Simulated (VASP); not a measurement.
# GaSb (Immm) in VASP: a series of runs

Runs on GaSb. Level: LDA. Tasks: single point.

Everything below comes from runs of VASP 6.6.1. Logs are shortened: lines on timing, memory, paths and dates and some standing lists are left out, and cuts for length are marked.

**1. The cell of the first run**

Symmetry: Immm, No. 71, orthorhombic system. Conventional cell: a = 3.253 Å, b = 5.312 Å, c = 5.945 Å, α = 90.00°, β = 90.00°, γ = 90.00°. Ga (site symmetry mmm) has 6 Sb at 2.97 to 3.11 Å and 2 Ga at 3.25 Å within 3.9 Å. Sb (site symmetry mmm) has 6 Ga at 2.97 to 3.11 Å and 2 Sb at 3.25 Å within 3.9 Å.

**2. Single point, LDA (25.69 Å³/atom)**

File INCAR:

```
PREC = Accurate ; ENCUT = 520
EDIFF = 1E-6 ; ISMEAR = 0
SIGMA = 0.15 ; LREAL = F
LASPH = T ; NELM = 100
ALGO = Fast ; ISIF = 2
LWAVE = F ; LCHARG = F
NBANDS = 16
```

File KPOINTS:

```
regular mesh
0
Gamma
  18 18 18
```

File POSCAR:

```
GaSb
1.0
   -1.6265614289      2.6561840207      2.9727251735
    1.6265614289     -2.6561840207      2.9727251735
    1.6265614289      2.6561840207     -2.9727251735
Ga Sb
1 1
Direct
    0.0000000000      0.0000000000      0.0000000000
    0.5000000000      0.5000000000      0.0000000000
```

Potentials or basis: VASP PAW LDA potentials, release 64 (Ga_d, Sb).

On the command line:

```sh
$ cat potpaw_LDA.64/Ga_d/POTCAR potpaw_LDA.64/Sb/POTCAR > POTCAR
$ mpirun -np 1 vasp_std > vasp.out
```

OUTCAR:

```text
PREC = Accurate
   ENCUT = 520
   EDIFF = 1E-6
   ISMEAR = 0
   LREAL = F
   LASPH = T
   NELM = 100
   ISIF = 2

 ion  position               nearest neighbor table
   1  0.000  0.000  0.000-   2 2.97   2 2.97   2 3.11   2 3.11   2 3.11   2 3.11
   2  0.500  0.500  0.000-   1 2.97   1 2.97   1 3.11   1 3.11   1 3.11   1 3.11

  LATTYP: Found a body centered orthorhombic cell.
 ALAT       =     3.2531228578
 B/A-ratio  =     1.6330056606
 C/A-ratio  =     1.8276132218

  Lattice vectors:

 A1 = (  -1.6265614289,   2.6561840207,   2.9727251735)
 A2 = (   1.6265614289,  -2.6561840207,   2.9727251735)
 A3 = (   1.6265614289,   2.6561840207,  -2.9727251735)

Analysis of symmetry for initial positions (statically):
=====================================================================
 Subroutine PRICEL returns:
 Original cell was already a primitive cell.

 Routine SETGRP: Setting up the symmetry group for a
 body centered orthorhombic supercell.

 Subroutine GETGRP returns: Found  8 space group operations
 (whereof  8 operations were pure point group operations)
 out of a pool of  8 trial point group operations.

The static configuration has the point symmetry D_2h.

Analysis of symmetry for dynamics (positions and initial velocities):
=====================================================================
 Subroutine PRICEL returns:
 Original cell was already a primitive cell.

 Routine SETGRP: Setting up the symmetry group for a
 body centered orthorhombic supercell.

 Subroutine GETGRP returns: Found  8 space group operations
 (whereof  8 operations were pure point group operations)
 out of a pool of  8 trial point group operations.

The dynamic configuration has the point symmetry D_2h.

 Subroutine INISYM returns: Found  8 space group operations
 (whereof  8 operations are pure point group operations),
 and found     1 'primitive' translations

----------------------------------------------------------------------------------------

                                     Primitive cell

  volume of cell :      51.3740

  direct lattice vectors                    reciprocal lattice vectors
    -1.626561429  2.656184021  2.972725174     0.000000000  0.188239970  0.168195837
     1.626561429 -2.656184021  2.972725174     0.307396936  0.000000000  0.168195837
     1.626561429  2.656184021 -2.972725174     0.307396936  0.188239970  0.000000000

  length of vectors
     4.305590620  4.305590620  4.305590620     0.252436380  0.350403648  0.360454106

[... 81 lines left out ...]
   LREAL  =      F    real-space projection
   EDIFFG = 0.1E-04   stopping-criterion for IOM
   NSW    =      0    number of steps for IOM
   IBRION =     -1    ionic relax: 0-MD 1-quasi-New 2-CG
   NFREE  =      0    steps in history (QN), initial steepest desc. (CG)
   ISIF   =      2    stress and relaxation
   ISYM   =      2    0-nonsym 1-usesym 2-fastsym
   POTIM  = 0.5000    time-step for ionic-motion
   TEBEG  =    0.0;   TEEND  =   0.0 temperature during run
   PSTRESS=    0.0 pullay stress
   NELECT =      18.0000    total number of electrons
   NUPDOWN=      -1.0000    fix difference up-down
   EMIN   =  10.00;   EMAX   =-10.00  energy-range for DOS
   EFERMI =   0.00;   METHOD = LEGACY
   ISMEAR =     0;   SIGMA  =   0.15  broadening in eV -4-tet -1-fermi 0-gaus
   EFERMI_NEDOS =   21; number of points for ismear=-14 and -15
   IALGO  =     68    algorithm
   IMIX   =      4    mixing-type and parameters
     AMIX     =   0.40;   BMIX     =  1.00
     AMIX_MAG =   1.60;   BMIX_MAG =  1.00
  volume/ion in A,a.u.               =      25.69       173.34
  Fermi-wavevector in a.u.,A,eV,Ry     =   1.154121  2.180972 18.122885  1.331994
  Thomas-Fermi vector in A             =   2.290760
   LORBIT       =      0    0 simple, 1 ext, 2 COOP (PROOUT), +10 PAW based schemes
   GGA     = CA    functional components
   LHFCALC =     F    Hartree Fock is set to
   AEXX    =    0.0000 exact exchange contribution
   IVDW    =     0    specifies the selected vdW correction
   LEPSILON=     F    determine dielectric tensor
   LRPA    =     F    only Hartree local field effects (RPA)
 non-spin polarized calculation
 RMM-DIIS sequential band-by-band and
 Gauss-broadening in eV      SIGMA  =   0.15
  energy-cutoff  :      520.00
  volume of cell :       51.37
 maximum number of plane-waves:      1401
   NGX = 15   NGY = 15   NGZ = 15

 number of electron      17.9999992 magnetization

 Free energy of the ion-electron system (eV)
  ---------------------------------------------------
  ext. energy  EPLUGINS =         0.00000000
  ---------------------------------------------------
  free energy    TOTEN  =        -8.20541457 eV

  energy without entropy =       -8.19506572  energy(sigma->0) =       -8.20024014

 E-fermi :   5.6401     XC(G=0): -10.1793

 val. band max:        5.6393894770   @ k =   0.3889   0.1111   0.1111
 cond. band min:       5.6421099709   @ k =  -0.1667   0.3333   0.0556
 fundamental gap:      0.0027204939
 Fermi energy:         5.6401211507

 k-point     1 :       0.0000    0.0000    0.0000
  band No.  band energies     occupation
      1      -9.2624      2.00000
      2      -9.1879      2.00000
      3      -9.1875      2.00000
      4      -9.1843      2.00000
      5      -9.1578      2.00000
      6      -5.8175      2.00000
[... 433 lines left out ...]
      3      -9.1892      2.00000
      4      -9.1791      2.00000
      5      -9.1579      2.00000
      6      -5.2652      2.00000
[... 8 lines left out ...]
     15      14.7190      0.00000
     16      15.8525      0.00000

 [... further k-points ...]

------------------------ aborting loop because EDIFF is reached ----------------------------------------

  FORCE on cell =-STRESS in cart. coord.  units (eV):
  Direction    XX          YY          ZZ          XY          YZ          ZX
  --------------------------------------------------------------------------------------
  -------------------------------------------------------------------------------------
  Total       -1.9655959     -2.1319015     -2.4563831      0.0000000      0.0000000      0.0000000
  in kB      -61.3001366    -66.4866310    -76.6060917      0.0000000      0.0000000      0.0000000
  external PRESSURE =     -68.1309531 kB  Pullay stress =       0.0000000 kB

 VOLUME and BASIS-vectors are now :
 -----------------------------------------------------------------------------
  energy-cutoff  :      520.00
  volume of cell :       51.37
      direct lattice vectors                 reciprocal lattice vectors
    -1.626561429  2.656184021  2.972725174     0.000000000  0.188239970  0.168195837
     1.626561429 -2.656184021  2.972725174     0.307396936  0.000000000  0.168195837
     1.626561429  2.656184021 -2.972725174     0.307396936  0.188239970  0.000000000

 POSITION                                       TOTAL-FORCE (eV/Angst)
 -----------------------------------------------------------------------------------
      0.00000      0.00000      0.00000         0.000000      0.000000      0.000000
      0.00000      0.00000      2.97273        -0.000000     -0.000000     -0.000000
 -----------------------------------------------------------------------------------
    total drift:                                0.000000      0.000000      0.000000

  FREE ENERGIE OF THE ION-ELECTRON SYSTEM (eV)
  ---------------------------------------------------
  free  energy   TOTEN  =        -8.2054145692 eV

  energy  without entropy=       -8.1950657194  energy(sigma->0) =       -8.20024014
```

It took 12 min on 1 thread of Oxide Virtual Turin-like, shared host; peak memory 0.74 GiB.

What came out:

- Free energy: -8.2054 eV
- Pressure: -6.8 GPa
- Band gap on the k mesh: zero (bands 9 and 10 overlap by 4.64 eV)

Caveat: the cell stands under tension; spin-orbit coupling is left out, which moves the levels of the heavy elements.

**3. Single point, LDA (24.51 Å³/atom)**

This run uses another cell than the first one, of 24.51 Å³/atom.

File INCAR:

```
SYSTEM = GaSb
PREC = Accurate ; ENCUT = 520
EDIFF = 1E-6 ; ISMEAR = 0
SIGMA = 0.15 ; LREAL = .False.
LASPH = .True. ; NELM = 100
ALGO = Fast ; ISIF = 2
LWAVE = .False. ; LCHARG = .False.
GGA = CA ; NBANDS = 16
```

File KPOINTS:

```
regular mesh
0
Gamma
  18 18 18
  0 0 0
```

File POSCAR:

```
GaSb
1.0
   -1.5452695302      2.6617716526      2.9789786913
    1.5452695302     -2.6617716526      2.9789786913
    1.5452695302      2.6617716526     -2.9789786913
Ga Sb
1 1
Direct
    0.0000000000      0.0000000000      0.0000000000
    0.5000000000      0.5000000000      0.0000000000
```

Potentials or basis: VASP PAW LDA potentials, release 64 (Ga_d, Sb).

On the command line:

```sh
$ cat potpaw_LDA.64/Ga_d/POTCAR potpaw_LDA.64/Sb/POTCAR > POTCAR
$ mpirun -np 1 vasp_std > vasp.out
```

Wall time 8.1 min (1 thread of Oxide Virtual Turin-like, shared host); peak memory 0.71 GiB.

Results (log left out):

| Property | Result |
| --- | --- |
| Free energy | -8.2701 eV |
| Pressure | -4.9 GPa |
| Band gap on the k mesh | zero (bands 9 and 10 overlap by 4.67 eV) |

Stress tensor (GPa, compression positive):
```
-2.64  0.00  0.00
 0.00 -4.56  0.00
 0.00  0.00 -7.50
```

Levels at points of the mesh, in eV from the Fermi level:
```csv
k point,band 6,band 7,band 8,band 9,band 10,band 11,band 12,band 13
"(0.00, 0.00, 0.00)",-11.85,-3.49,-2.34,-1.49,3.45,5.29,5.37,7.81
"(0.50, 0.00, 0.00)",-10.55,-7.95,-0.42,1.20,1.98,2.68,4.96,7.18
"(0.00, 0.50, 0.00)",-7.96,-5.92,-1.89,-0.36,-0.18,1.20,2.47,3.43
"(0.50, 0.50, 0.00)",-7.87,-4.92,-3.20,-2.22,-1.46,3.39,4.05,6.33
"(0.50, 0.50, 0.50)",-9.68,-5.89,-4.94,-4.66,3.54,7.37,8.72,10.14
```

Caveat: the cell stands under tension; spin-orbit coupling is left out, which moves the levels of the heavy elements.
